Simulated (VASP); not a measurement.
Runs of VASP 6.6.1 on Bi. The structure is that of space group Immm (No. 71), or close to it. The cells are those of the table. 

```tsv
cell	further INCAR settings	gap on the mesh (eV)	pressure (GPa)
a = 3.420 Å, angles 122.4, 98.3, 108.7°, 1 atom	ALGO = Fast; EDIFF = 1e-06; NBANDS = 14	none	(a)
a = 3.420 Å, angles 123.0, 99.1, 107.3°, 1 atom	ALGO = Fast; EDIFF = 1e-06; NBANDS = 14	none	3.2
a = 3.400 Å, angles 115.6, 103.4, 109.6°, 1 atom	ALGO = Fast; EDIFF = 1e-07; NBANDS = 14	none	0.6
a = 3.420 Å, angles 121.0, 96.8, 111.5°, 1 atom	ALGO = Fast; EDIFF = 1e-07; NBANDS = 14	none	2.2
a = 3.422 Å, angles 119.8, 95.3, 114.3°, 1 atom	ALGO = Fast; EDIFF = 1e-06; NBANDS = 14	none	2.0
a = 3.408 Å, angles 118.0, 99.7, 111.2°, 1 atom	ALGO = Fast; EDIFF = 1e-07; NBANDS = 14	none	1.2
a = 3.420 Å, angles 120.4, 96.0, 112.9°, 1 atom	ALGO = Fast; EDIFF = 1e-06; NBANDS = 14	none	(c)
a = 3.422 Å, angles 123.7, 99.9, 105.9°, 1 atom	ALGO = Fast; EDIFF = 1e-06; NBANDS = 14	none	(b)
a = 3.419 Å, angles 121.7, 97.5, 110.1°, 1 atom	ALGO = Fast; EDIFF = 1e-07; NBANDS = 14	none	2.5
```

Alike in all rows: task single point; level PBE+D3(BJ); potentials or basis VASP PAW PBE potentials, release 64 (Bi_d); no spin polarisation; k mesh 16 × 16 × 16; cutoff (eV) 520; smearing gaussian 0.15 eV.

**Question.** Estimate the missing entries.

**Answer.** (a) 2.8; (b) 3.6; (c) 2.1.

Caveats: spin-orbit coupling is left out, which moves the levels of the heavy elements; pairwise dispersion overbinds metals, which lowers pressure and volume.

A k mesh can miss the band edges, and the runs leave out spin-orbit coupling on Bi.

A gap of «none» marks levels without a gap at the run's occupations.
